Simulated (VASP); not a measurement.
# Ni: single point with LDA

Ni:

```
Ni
1.0
     2.42069    0.00000    0.00000
    -1.21035    2.09638    0.00000
     0.00000    0.00000    3.96679
Ni
2
Direct
  0.66667 0.33333 0.75000
  0.33333 0.66667 0.25000
```

This isn't the form of Ni at room conditions, which is fcc.

```
Program             : VASP 6.6.1
Task                : single point
Functional          : LDA
Potentials or basis : VASP PAW LDA potentials, release 64 (Ni)
Cutoff              : 520 eV
k mesh              : 12 × 12 × 7
Occupations         : fermi-dirac, width 0.05 eV
Spin                : collinear spin, ferromagnetic start
Starting moments    : [1.0, 1.0] μB
```

```
Pressure                                              : -0.3 GPa
Net moment                                            : 1.13 μB per cell
Site moments                                          : Ni +0.57 μB
Valence electrons inside the program's atomic spheres : Ni 9.47
```

Stress tensor (GPa, compression positive):
```
-0.38  0.00  0.00
 0.00 -0.38  0.00
 0.00  0.00 -0.06
```

Levels at points of the mesh, in eV from the Fermi level:
Spin up:
```tsv
k point	band 7	band 8	band 9	band 10	band 11	band 12	band 13	band 14	band 15	band 16
(0.00, 0.00, 0.00)	-2.15	-1.69	-1.69	-0.62	-0.62	-0.46	6.24	23.35	25.74	25.74
(0.50, 0.00, 0.00)	-2.11	-0.49	-0.41	-0.35	1.36	3.38	9.84	10.47	13.13	14.26
```
Spin down:
| k point | band 7 | band 8 | band 9 | band 10 | band 11 | band 12 | band 13 | band 14 |
| --- | --- | --- | --- | --- | --- | --- | --- | --- |
| (0.00, 0.00, 0.00) | -1.59 | -1.13 | -1.13 | -0.42 | -0.02 | -0.02 | 6.60 | 23.34 |
| (0.50, 0.00, 0.00) | -1.58 | 0.13 | 0.20 | 0.28 | 1.77 | 3.72 | 10.01 | 10.62 |

It took 45 s on 1 thread of Intel(R) Xeon(R) Platinum 8259CL CPU @ 2.50GHz (Skylake/Cascade Lake) (shared host), peak memory 0.16 GiB.
